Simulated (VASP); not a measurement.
Input of a VASP 6.6.1 run:

File INCAR:

```
ALGO = Normal
EDIFF = 1E-6
ENCUT = 520
GGA = PE
ISIF = 2
ISMEAR = 0
LASPH = T
LCHARG = F
LREAL = F
LWAVE = F
NBANDS = 28
NELM = 60
PREC = Accurate
SIGMA = 0.05
```

File KPOINTS:

```
k-points
0
Gamma
  6 6 6
```

Contents of POSCAR:

```
BaTiO3
1.0
    2.8201246307      1.6529946342      2.3563003940
   -2.8201246307      1.6529946342      2.3563003940
    0.0000000000     -3.3059892684      2.3563003940
Ba Ti O
1 1 3
Direct
    0.0049545205      0.0049545205      0.0049545205
    0.5191875227      0.5191875227      0.5191875227
    0.4883938465      0.4883938465      0.9777702638
    0.4883938465      0.9777702638      0.4883938465
    0.9777702638      0.4883938465      0.4883938465
```

Potentials or basis: VASP PAW PBE potentials, release 64 (Ba_sv, Ti_sv, O).

Command:

```bash
$ cat potpaw_PBE.64/Ba_sv/POTCAR potpaw_PBE.64/Ti_sv/POTCAR potpaw_PBE.64/O/POTCAR > POTCAR
$ mpirun -np 1 vasp_std > vasp.out
```

Question: Estimate the pressure.

Answer: 4.2 GPa.

Question: Estimate the largest force.

Answer: 0.274 eV/Å.

Question: Predict the band gap on the k mesh.

Answer: 2.61 eV (least direct gap 3.10 eV).

Stress tensor (GPa, compression positive):
```
 6.50  0.00  0.00
 0.00  3.16 -0.11
 0.00 -0.11  2.84
```

Caveat: the cell differs from its parent crystal (strain -0.0150 x Voigt [1, 0, 0, 0, 0, 0]); the cell stands under pressure; spin-orbit coupling is left out, which moves the levels of the heavy elements. A k mesh can miss the band edges.
